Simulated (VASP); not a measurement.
# Pb (Fd-3m) in VASP: further runs

Aim: see how the results for Pb move with the level of theory and the settings. Levels: LDA, PBEsol. Tasks: single point.

Program: VASP 6.6.1. These are calculated values, not measurements. Logs are shortened: lines on timing, memory, paths and dates and some standing lists are left out, and cuts for length are marked.

**1. The cell of the first run**

The structure is cubic, space group Fd-3m (No. 227). The conventional cell has a = 6.878 Å, b = 6.878 Å, c = 6.878 Å, α = 90.00°, β = 90.00°, γ = 90.00°. Pb (site symmetry -43m) has 4 Pb at 2.98 Å within 3.9 Å.

**2. Single point, LDA**

File INCAR:

```
SYSTEM = Pb
PREC     = Accurate       ! precision mode
ENCUT    = 520            ! plane-wave cutoff, eV
EDIFF    = 1E-6           ! SCF threshold, eV
ISMEAR   = 1              ! smearing method
SIGMA    = 0.2            ! smearing width, eV
LREAL    = .False.        ! projectors in reciprocal space
LASPH    = .True.         ! aspherical terms in the spheres
NELM     = 80             ! most SCF steps
ALGO     = Normal         ! electronic algorithm
ISIF     = 2              ! what is computed and relaxed
LWAVE    = .False.        ! write WAVECAR
LCHARG   = .True.         ! write CHGCAR
LELF     = .True.         ! ELF
LVHAR    = .True.       
NBANDS   = 21             ! bands
```

File KPOINTS:

```
Automatic mesh
0
Gamma
  7 7 7
  0 0 0
```

File POSCAR:

```
Pb
1.0
    0.0000000000      3.4390000550      3.4390000550
    3.4390000550      0.0000000000      3.4390000550
    3.4390000550      3.4390000550      0.0000000000
Pb
2
Direct
    0.7500000000      0.7500000000      0.7500000000
    0.5000000000      0.5000000000      0.5000000000
```

Potentials or basis: VASP PAW LDA potentials, release 64 (Pb_d).

Launch:

```bash
cat potpaw_LDA.64/Pb_d/POTCAR > POTCAR
mpirun -np 1 vasp_std > vasp.out
```

OUTCAR:

```text
SYSTEM = Pb
   PREC = Accurate
   ENCUT = 520
   EDIFF = 1E-6
   ISMEAR = 1
   LREAL = .False.
   LASPH = .True.
   NELM = 80
   ISIF = 2

 ion  position               nearest neighbor table
   1  0.750  0.750  0.750-   2 2.98   2 2.98   2 2.98   2 2.98
   2  0.500  0.500  0.500-   1 2.98   1 2.98   1 2.98   1 2.98

  LATTYP: Found a face centered cubic cell.
 ALAT       =     6.8780001100

  Lattice vectors:

 A1 = (   0.0000000000,   3.4390000550,   3.4390000550)
 A2 = (   3.4390000550,   0.0000000000,   3.4390000550)
 A3 = (   3.4390000550,   3.4390000550,   0.0000000000)

Analysis of symmetry for initial positions (statically):
=====================================================================
 Subroutine PRICEL returns:
 Original cell was already a primitive cell.

 Routine SETGRP: Setting up the symmetry group for a
 face centered cubic supercell.

 Subroutine GETGRP returns: Found 48 space group operations
 (whereof 24 operations were pure point group operations)
 out of a pool of 48 trial point group operations.

The static configuration has the point symmetry T_d .
 The point group associated with its full space group is O_h .

Analysis of symmetry for dynamics (positions and initial velocities):
=====================================================================
 Subroutine PRICEL returns:
 Original cell was already a primitive cell.

 Routine SETGRP: Setting up the symmetry group for a
 face centered cubic supercell.

 Subroutine GETGRP returns: Found 48 space group operations
 (whereof 24 operations were pure point group operations)
 out of a pool of 48 trial point group operations.

The dynamic configuration has the point symmetry T_d .
 The point group associated with its full space group is O_h .

 Subroutine INISYM returns: Found 48 space group operations
 (whereof 24 operations are pure point group operations),
 and found     1 'primitive' translations

----------------------------------------------------------------------------------------

                                     Primitive cell

  volume of cell :      81.3442

  direct lattice vectors                    reciprocal lattice vectors
     0.000000000  3.439000055  3.439000055    -0.145391100  0.145391100  0.145391100
     3.439000055  0.000000000  3.439000055     0.145391100 -0.145391100  0.145391100
     3.439000055  3.439000055  0.000000000     0.145391100  0.145391100 -0.145391100

  length of vectors
     4.863480519  4.863480519  4.863480519     0.251824772  0.251824772  0.251824772

  position of ions in fractional coordinates (direct lattice)
     0.750000000  0.750000000  0.750000000
[... 73 lines left out ...]
   EDIFF  = 0.1E-05   stopping-criterion for ELM
   LREAL  =      F    real-space projection
   EDIFFG = 0.1E-04   stopping-criterion for IOM
   NSW    =      0    number of steps for IOM
   IBRION =     -1    ionic relax: 0-MD 1-quasi-New 2-CG
   NFREE  =      0    steps in history (QN), initial steepest desc. (CG)
   ISIF   =      2    stress and relaxation
   ISYM   =      2    0-nonsym 1-usesym 2-fastsym
   POTIM  = 0.5000    time-step for ionic-motion
   TEBEG  =    0.0;   TEEND  =   0.0 temperature during run
   PSTRESS=    0.0 pullay stress
   NELECT =      28.0000    total number of electrons
   NUPDOWN=      -1.0000    fix difference up-down
   EMIN   =  10.00;   EMAX   =-10.00  energy-range for DOS
   EFERMI =   0.00;   METHOD = LEGACY
   ISMEAR =     1;   SIGMA  =   0.20  broadening in eV -4-tet -1-fermi 0-gaus
   EFERMI_NEDOS =   21; number of points for ismear=-14 and -15
   IALGO  =     38    algorithm
   IMIX   =      4    mixing-type and parameters
     AMIX     =   0.40;   BMIX     =  1.00
     AMIX_MAG =   1.60;   BMIX_MAG =  1.00
  volume/ion in A,a.u.               =      40.67       274.47
  Fermi-wavevector in a.u.,A,eV,Ry     =   1.147322  2.168124 17.909999  1.316348
  Thomas-Fermi vector in A             =   2.284002
   LORBIT       =      0    0 simple, 1 ext, 2 COOP (PROOUT), +10 PAW based schemes
   GGA     = CA    functional components
   LHFCALC =     F    Hartree Fock is set to
   AEXX    =    0.0000 exact exchange contribution
   IVDW    =     0    specifies the selected vdW correction
   LEPSILON=     F    determine dielectric tensor
   LRPA    =     F    only Hartree local field effects (RPA)
 non-spin polarized calculation
 Methfessel and Paxton  Order N= 1 SIGMA  =   0.20
  energy-cutoff  :      520.00
  volume of cell :       81.34
 maximum number of plane-waves:      2213
   NGX = 19   NGY = 19   NGZ = 19

 number of electron      28.0000001 magnetization

 Free energy of the ion-electron system (eV)
  ---------------------------------------------------
  ext. energy  EPLUGINS =         0.00000000
  ---------------------------------------------------
  free energy    TOTEN  =        -7.88613026 eV

  energy without entropy =       -7.88233086  energy(sigma->0) =       -7.88486379

 E-fermi :   4.0437     XC(G=0):  -8.7632

 val. band max:        4.0160652953   @ k =  -0.1429   0.1429   0.0000
 cond. band min:       4.0629255761   @ k =   0.1429   0.0000   0.0000
 fundamental gap:      0.0468602807
 Fermi energy:         4.0437025501

 k-point     1 :       0.0000    0.0000    0.0000
  band No.  band energies     occupation
      1     -13.1030      2.00000
      2     -13.1030      2.00000
      3     -13.1030      2.00000
      4     -13.0230      2.00000
      5     -13.0230      2.00000
      6     -12.5908      2.00000
[... 469 lines left out ...]
     20      12.5721      0.00000
     21      13.6919      0.00000

------------------------ aborting loop because EDIFF is reached ----------------------------------------

  FORCE on cell =-STRESS in cart. coord.  units (eV):
  Direction    XX          YY          ZZ          XY          YZ          ZX
  --------------------------------------------------------------------------------------
  -------------------------------------------------------------------------------------
  Total       -0.3606215     -0.3606215     -0.3606215     -0.0000000      0.0000000     -0.0000000
  in kB       -7.1028986     -7.1028986     -7.1028986     -0.0000000      0.0000000     -0.0000000
  external PRESSURE =      -7.1028986 kB  Pullay stress =       0.0000000 kB

 VOLUME and BASIS-vectors are now :
 -----------------------------------------------------------------------------
  energy-cutoff  :      520.00
  volume of cell :       81.34
      direct lattice vectors                 reciprocal lattice vectors
     0.000000000  3.439000055  3.439000055    -0.145391100  0.145391100  0.145391100
     3.439000055  0.000000000  3.439000055     0.145391100 -0.145391100  0.145391100
     3.439000055  3.439000055  0.000000000     0.145391100  0.145391100 -0.145391100

 POSITION                                       TOTAL-FORCE (eV/Angst)
 -----------------------------------------------------------------------------------
      5.15850      5.15850      5.15850        -0.000000      0.000000      0.000000
      3.43900      3.43900      3.43900         0.000000     -0.000000     -0.000000
 -----------------------------------------------------------------------------------
    total drift:                                0.000000      0.000000      0.000000

  FREE ENERGIE OF THE ION-ELECTRON SYSTEM (eV)
  ---------------------------------------------------
  free  energy   TOTEN  =        -7.8861302550 eV

  energy  without entropy=       -7.8823308597  energy(sigma->0) =       -7.88486379
```

OSZICAR:

```text
N       E                     dE             d eps       ncg     rms          rms(c)
DAV:   1     0.298506873428E+03    0.29851E+03   -0.14026E+04   840   0.148E+03
DAV:   2     0.149205614540E+02   -0.28359E+03   -0.27740E+03   845   0.393E+02
DAV:   3    -0.713897108530E+01   -0.22060E+02   -0.21904E+02  1018   0.137E+02
DAV:   4    -0.791327900745E+01   -0.77431E+00   -0.77405E+00   970   0.311E+01
DAV:   5    -0.795290561377E+01   -0.39627E-01   -0.39626E-01  1157   0.650E+00    0.153E+00
DAV:   6    -0.790773787033E+01    0.45168E-01   -0.42048E-02  1267   0.233E+00    0.853E-01
DAV:   7    -0.788620556296E+01    0.21532E-01   -0.34471E-02  1162   0.224E+00    0.149E-01
DAV:   8    -0.788614121859E+01    0.64344E-04   -0.52175E-03  1095   0.951E-01    0.374E-02
DAV:   9    -0.788611943016E+01    0.21788E-04   -0.43609E-04  1157   0.312E-01    0.261E-02
DAV:  10    -0.788613026261E+01   -0.10832E-04   -0.39710E-05  1021   0.780E-02    0.419E-03
DAV:  11    -0.788613025503E+01    0.75788E-08   -0.17747E-06   833   0.130E-02
   1 F= -.78861303E+01 E0= -.78848638E+01  d E =-.379940E-02
```

stdout:

```text
POSCAR found type information on POSCAR Pb
 POSCAR found :  1 types and       2 ions
 scaLAPACK will be used
 LDA part: xc-table for (Slater(with rela. corr.)+CA(PZ))
 , standard interpolation
 POSCAR, INCAR and KPOINTS ok, starting setup
 FFT: planning ... GRIDC
 FFT: planning ... GRID_SOFT
 FFT: planning ... GRID
 WAVECAR not read
 entering main loop
```

It took 26 s on 1 thread of Intel Xeon Platinum 8259CL at 2.50GHz (Skylake/Cascade Lake), shared host; peak memory 0.17 GiB.

What came out:

```
Free energy            : -7.8861 eV
Pressure               : -0.7 GPa
Band gap on the k mesh : zero (band 14 reaches 4.45 eV, above the bottom of band 15 at 3.34 eV)
```

Caveat: spin-orbit coupling is left out, which moves the levels of the heavy elements.

**3. Single point, PBEsol**

This run uses another cell than the first one, of 28.06 Å³/atom, 0.690 times its volume.

File INCAR:

```
ALGO = Fast ; EDIFF = 1E-6
ENCUT = 520 ; GGA = PS
ISIF = 2 ; ISMEAR = -1
LASPH = T ; LCHARG = F
LREAL = F ; LWAVE = F
NBANDS = 21 ; NELM = 60
PREC = Accurate ; SIGMA = 0.05
```

File KPOINTS:

```
k-points
0
Gamma
  7 7 7
```

File POSCAR:

```
Pb
1.0
    0.0000000000      3.0388997627      3.0388997627
    3.0388997627      0.0000000000      3.0388997627
    3.0388997627      3.0388997627      0.0000000000
Pb
2
Direct
    0.2500000000      0.2500000000      0.2500000000
    0.0000000000      0.0000000000      0.0000000000
```

Potentials or basis: VASP PAW PBE potentials, release 64 (Pb_d).

Launch:

```bash
cat potpaw_PBE.64/Pb_d/POTCAR > POTCAR
mpirun -np 1 vasp_std > vasp.out
```

Wall time 8.8 s (1 thread of Intel Xeon 6975P-C (Granite Rapids), shared host); peak memory 0.17 GiB.

Results (log left out):

```yaml
Free_energy: -5.6589 eV
Pressure: 29.8 GPa
Band_gap_on_the_k_mesh: zero (band 14 reaches 9.05 eV, above the bottom of band 15 at 7.84 eV)
```

Levels at points of the mesh, in eV from the Fermi level:
| k point | band 12 | band 13 | band 14 | band 15 | band 16 | band 17 |
| --- | --- | --- | --- | --- | --- | --- |
| (0.00, 0.00, 0.00) | -1.63 | 0.66 | 0.66 | 0.66 | 2.63 | 2.63 |

Caveat: the PAW data sets were made with another functional, which shifts forces and pressure a little; spin-orbit coupling is left out, which moves the levels of the heavy elements.

**4. Single point, PBEsol**

This run uses another cell than the first one, of 30.28 Å³/atom, 0.744 times its volume.

File INCAR:

```
SYSTEM = Pb
  PREC = Accurate
  ENCUT = 520
  EDIFF = 1E-7
  ISMEAR = -1
  SIGMA = 0.05
  LREAL = .FALSE.
  LASPH = .TRUE.
  NELM = 60
  ALGO = Fast
  ISIF = 2
  LWAVE = .FALSE.
  LCHARG = .TRUE.
  GGA = PS
  LELF = .TRUE.
  LVHAR = .TRUE.
  NBANDS = 21
```

File KPOINTS:

```
Automatic mesh
0
G
  7 7 7
  0 0 0
```

File POSCAR:

```
Pb
1.0
    0.0000000000      3.1167438452      3.1167438452
    3.1167438452      0.0000000000      3.1167438452
    3.1167438452      3.1167438452      0.0000000000
Pb
2
Direct
    0.2500000000      0.2500000000      0.2500000000
    0.0000000000      0.0000000000      0.0000000000
```

Launch:

```bash
cat potpaw_PBE.64/Pb_d/POTCAR > POTCAR
mpirun -np 1 vasp_std > vasp.out
```

Wall time 16 s (1 thread of Intel Xeon 6975P-C (Granite Rapids), shared host); peak memory 0.2 GiB.

The run converged. Its results:

```yaml
Free_energy: -6.3395 eV
Pressure: 19.9 GPa
Band_gap_on_the_k_mesh: zero (band 14 reaches 7.95 eV, above the bottom of band 15 at 6.67 eV)
```

Levels at points of the mesh, in eV from the Fermi level:
```
           k point  band 12  band 13  band 14  band 15  band 16  band 17
(0.00, 0.00, 0.00)    -2.15     0.59     0.59     0.59     2.59     2.59
```

Caveat: the PAW data sets were made with another functional, which shifts forces and pressure a little; spin-orbit coupling is left out, which moves the levels of the heavy elements.

**5. Single point, PBEsol**

File INCAR:

```
SYSTEM = Pb
PREC = Accurate ; ENCUT = 520
EDIFF = 1E-6 ; ISMEAR = -1
SIGMA = 0.05 ; LREAL = .False.
LASPH = .True. ; NELM = 60
ALGO = Fast ; ISIF = 2
LWAVE = .False. ; LCHARG = .False.
GGA = PS ; NBANDS = 21
```

File KPOINTS:

```
regular mesh
0
Gamma
  6 6 6
  0 0 0
```

File POSCAR:

```
Pb
1.0
    0.0000000000      3.4390000555      3.4390000555
    3.4390000555      0.0000000000      3.4390000555
    3.4390000555      3.4390000555      0.0000000000
Pb
2
Direct
    0.2500000000      0.2500000000      0.2500000000
    0.0000000000      0.0000000000      0.0000000000
```

Launch:

```bash
cat potpaw_PBE.64/Pb_d/POTCAR > POTCAR
mpirun -np 1 vasp_std > vasp.out
```

It took 12 s on 1 thread of Intel Xeon 6975P-C (Granite Rapids), shared host; peak memory 0.19 GiB.

Results (log left out):

```yaml
Free_energy: -7.3375 eV
Pressure: 0.5 GPa
Band_gap_on_the_k_mesh: zero (band 14 reaches 4.57 eV, above the bottom of band 15 at 3.42 eV)
```

Levels at points of the mesh, in eV from the Fermi level:
```
           k point  band 11  band 12  band 13  band 14  band 15  band 16  band 17  band 18
(0.00, 0.00, 0.00)   -11.07    -3.86     0.49     0.49     0.49     2.49     2.49     2.49
(0.50, 0.00, 0.00)    -9.72    -7.03    -0.91    -0.66    -0.66     3.60     3.60     5.44
(0.50, 0.50, 0.00)    -8.41    -8.41    -1.89    -1.89     0.91     0.91     7.26     7.26
```

Caveat: the PAW data sets were made with another functional, which shifts forces and pressure a little; spin-orbit coupling is left out, which moves the levels of the heavy elements.

**6. Single point, PBEsol**

This run uses another cell than the first one, of 33.74 Å³/atom, 0.830 times its volume.

File INCAR:

```
SYSTEM = Pb
  PREC = Accurate
  ENCUT = 520
  EDIFF = 1E-6
  ISMEAR = -1
  SIGMA = 0.05
  LREAL = .FALSE.
  LASPH = .TRUE.
  NELM = 80
  ALGO = Fast
  ISIF = 2
  LWAVE = .FALSE.
  LCHARG = .FALSE.
  GGA = PS
  NBANDS = 21
```

File KPOINTS:

```
regular mesh
0
G
  7 7 7
  0 0 0
```

File POSCAR:

```
Pb
1.0
    0.0000000000      3.2313721737      3.2313721737
    3.2313721737      0.0000000000      3.2313721737
    3.2313721737      3.2313721737      0.0000000000
Pb
2
Direct
    0.2500000000      0.2500000000      0.2500000000
    0.0000000000      0.0000000000      0.0000000000
```

Potentials or basis: VASP PAW PBE potentials, release 64 (Pb_d).

Launch:

```bash
cat potpaw_PBE.64/Pb_d/POTCAR > POTCAR
mpirun -np 1 vasp_std > vasp.out
```

OUTCAR:

```text
SYSTEM = Pb
   PREC = Accurate
   ENCUT = 520
   EDIFF = 1E-6
   ISMEAR = -1
   LREAL = .FALSE.
   LASPH = .TRUE.
   NELM = 80
   ISIF = 2
   GGA = PS

 ion  position               nearest neighbor table
   1  0.250  0.250  0.250-   2 2.80   2 2.80   2 2.80   2 2.80
   2  0.000  0.000  0.000-   1 2.80   1 2.80   1 2.80   1 2.80

  LATTYP: Found a face centered cubic cell.
 ALAT       =     6.4627443474

  Lattice vectors:

[... 662 lines left out ...]

------------------------ aborting loop because EDIFF is reached ----------------------------------------

  FORCE on cell =-STRESS in cart. coord.  units (eV):
  Direction    XX          YY          ZZ          XY          YZ          ZX
  --------------------------------------------------------------------------------------
  -------------------------------------------------------------------------------------
  Total        4.1478706      4.1478706      4.1478706      0.0000000      0.0000000      0.0000000
  in kB       98.4792760     98.4792760     98.4792760      0.0000000      0.0000000      0.0000000
  external PRESSURE =      98.4792760 kB  Pullay stress =       0.0000000 kB

 VOLUME and BASIS-vectors are now :
 -----------------------------------------------------------------------------
  energy-cutoff  :      520.00
  volume of cell :       67.48
      direct lattice vectors                 reciprocal lattice vectors
     0.000000000  3.231372174  3.231372174    -0.154733028  0.154733028  0.154733028
     3.231372174  0.000000000  3.231372174     0.154733028 -0.154733028  0.154733028
     3.231372174  3.231372174  0.000000000     0.154733028  0.154733028 -0.154733028

 POSITION                                       TOTAL-FORCE (eV/Angst)
 -----------------------------------------------------------------------------------
      1.61569      1.61569      1.61569         0.000000      0.000000      0.000000
      0.00000      0.00000      0.00000        -0.000000     -0.000000     -0.000000
 -----------------------------------------------------------------------------------
    total drift:                                0.000000      0.000000      0.000000

  FREE ENERGIE OF THE ION-ELECTRON SYSTEM (eV)
  ---------------------------------------------------
  free  energy   TOTEN  =        -6.9666623310 eV

  energy  without entropy=       -6.9613284785  energy(sigma->0) =       -6.96399540
```

OSZICAR:

```text
N       E                     dE             d eps       ncg     rms          rms(c)
DAV:   1     0.299818906303E+03    0.29982E+03   -0.13902E+04   840   0.157E+03
DAV:   2     0.149692899998E+02   -0.28485E+03   -0.27900E+03   845   0.408E+02
DAV:   3    -0.625176942252E+01   -0.21221E+02   -0.21063E+02  1021   0.141E+02
DAV:   4    -0.701234240664E+01   -0.76057E+00   -0.76028E+00   975   0.306E+01
DAV:   5    -0.705663743683E+01   -0.44295E-01   -0.44294E-01  1256   0.661E+00    0.207E+00
RMM:   6    -0.699336049771E+01    0.63277E-01   -0.39642E-02  1003   0.271E+00    0.115E+00
RMM:   7    -0.696480563626E+01    0.28555E-01   -0.54468E-02   963   0.264E+00    0.168E-01
RMM:   8    -0.696621149183E+01   -0.14059E-02   -0.15034E-02  1146   0.123E+00    0.625E-02
RMM:   9    -0.696664094839E+01   -0.42946E-03   -0.38001E-03  1243   0.559E-01    0.437E-02
RMM:  10    -0.696663354452E+01    0.74039E-05   -0.62442E-04  1103   0.322E-01    0.193E-02
RMM:  11    -0.696666050437E+01   -0.26960E-04   -0.32167E-04  1277   0.162E-01    0.767E-03
RMM:  12    -0.696666219822E+01   -0.16938E-05   -0.38541E-05  1270   0.541E-02    0.314E-03
RMM:  13    -0.696666233102E+01   -0.13280E-06   -0.44029E-06   866   0.189E-02
   1 F= -.69666623E+01 E0= -.69639954E+01  d E =-.533385E-02
```

It took 14 s on 1 thread of Intel Xeon 6975P-C (Granite Rapids), shared host; peak memory 0.2 GiB.

What came out:

```yaml
Free_energy: -6.9667 eV
Pressure: 9.8 GPa
Band_gap_on_the_k_mesh: zero (band 14 reaches 6.56 eV, above the bottom of band 15 at 5.22 eV)
```

Levels at points of the mesh, in eV from the Fermi level:
```csv
k point,band 12,band 13,band 14,band 15,band 16,band 17
"(0.00, 0.00, 0.00)",-2.86,0.51,0.51,0.51,2.54,2.54
```

Caveat: the PAW data sets were made with another functional, which shifts forces and pressure a little; spin-orbit coupling is left out, which moves the levels of the heavy elements.

**7. Summary**

```csv
level,potentials or basis,cell,k mesh,smearing,gap on the mesh (eV),pressure (GPa)
LDA,"VASP PAW LDA potentials, release 64 (Pb_d)","a = 4.863 Å, angles 60.0°, 2 atoms",7 × 7 × 7,methfessel-paxton 0.2 eV,none,-0.7
PBEsol,"VASP PAW PBE potentials, release 64 (Pb_d)","a = 4.298 Å, angles 60.0°, 2 atoms",7 × 7 × 7,fermi-dirac 0.05 eV,none,29.8
PBEsol,"VASP PAW PBE potentials, release 64 (Pb_d)","a = 4.408 Å, angles 60.0°, 2 atoms",7 × 7 × 7,fermi-dirac 0.05 eV,none,19.9
PBEsol,"VASP PAW PBE potentials, release 64 (Pb_d)","a = 4.863 Å, angles 60.0°, 2 atoms",6 × 6 × 6,fermi-dirac 0.05 eV,none,0.5
PBEsol,"VASP PAW PBE potentials, release 64 (Pb_d)","a = 4.570 Å, angles 60.0°, 2 atoms",7 × 7 × 7,fermi-dirac 0.05 eV,none,9.8
```

Alike in all rows: task single point; no spin polarisation; cutoff (eV) 520.

Caveats: spin-orbit coupling is left out, which moves the levels of the heavy elements; the PAW data sets were made with another functional, which shifts forces and pressure a little (some runs).

Total energies depend on the potentials used, so only differences within one code and one set of settings carry meaning.
